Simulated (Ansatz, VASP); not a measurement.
## Be2Ir: VASP beside Ansatz

```xyz
3
Lattice="3.7225 0.0000 0.0000 0.0000 3.7225 0.0000 0.0000 0.0000 2.7266" Properties=species:S:1:pos:R:3 pbc="T T T"
Be    1.8613    0.0000    0.0000
Be    0.0000    1.8613    0.0000
Ir    0.0000    0.0000    1.3633
```

Alike in both runs: functional PBE; k mesh 12 × 12 × 16; occupations gaussian, width 0.1 eV; no spin polarisation.

Ansatz relaxed the structure, and its values are those at the end. VASP's run is a single point on that final structure, the one shown.

|  | VASP | Ansatz |
| --- | --- | --- |
| version | VASP 6.6.1 | Ansatz 0.2.0 |
| potentials or method | VASP PAW PBE potentials, release 64 (Be, Ir), cutoff 520 eV | scalar-relativistic, plane waves, PAW |
| valence electrons in the cell | 13 | 21 |

VASP gave:

```
gap on the k mesh at the Fermi level (eV) : none
pressure (GPa)                            : 0.2
```

Which values does Ansatz return?

gap on the k mesh at the Fermi level (eV): none; pressure (GPa): 0.0.

A gap of «none» marks a metal or a gap that the smearing closes. VASP's potentials hold 13 valence electrons a cell and Ansatz's 21, so a difference there can come from the potentials and not from the codes.

Neither program's run includes spin-orbit coupling.
